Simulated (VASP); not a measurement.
**Bi: single point with revPBE**

Bi:

```
CELL_PARAMETERS angstrom
0.00000 2.49896 2.49896
2.49896 0.00000 2.49896
2.49896 2.49896 0.00000
ATOMIC_POSITIONS crystal
Bi 0.00000 0.00000 0.00000
```

This isn't the form of Bi at room conditions, which is rhombohedral.

```
Program                : VASP 6.6.1
Task                   : single point
Functional             : revPBE
Potentials or basis    : VASP PAW PBE potentials, release 64 (Bi_d)
Cutoff                 : 520 eV
k mesh                 : 18 × 18 × 18
Occupations            : fermi-dirac, width 0.1 eV
Spin                   : no spin polarisation
Dipole correction      : no
Further INCAR settings : ALGO = Normal; EDIFF = 1e-07; NBANDS = 14
```

* Pressure: 1.9 GPa
* Band gap on the k mesh: zero (an odd number of electrons rules out a gap without spin polarisation)

Levels at points of the mesh, in eV from the Fermi level:
```csv
k point,band 5,band 6,band 7,band 8,band 9,band 10
"(0.00, 0.00, 0.00)",-23.11,-13.61,4.91,4.91,4.91,8.76
"(0.50, 0.00, 0.00)",-23.04,-10.77,-5.31,3.33,3.33,7.28
"(0.50, 0.50, 0.00)",-23.02,-9.67,-4.50,0.33,0.33,3.99
```

It took 110 s on 1 thread of Intel(R) Xeon(R) Platinum 8488C (Sapphire Rapids) (shared host), peak memory 0.21 GiB.

Caveat: the PAW data sets were made with another functional, which shifts forces and pressure a little; spin-orbit coupling is left out, which moves the levels of the heavy elements.
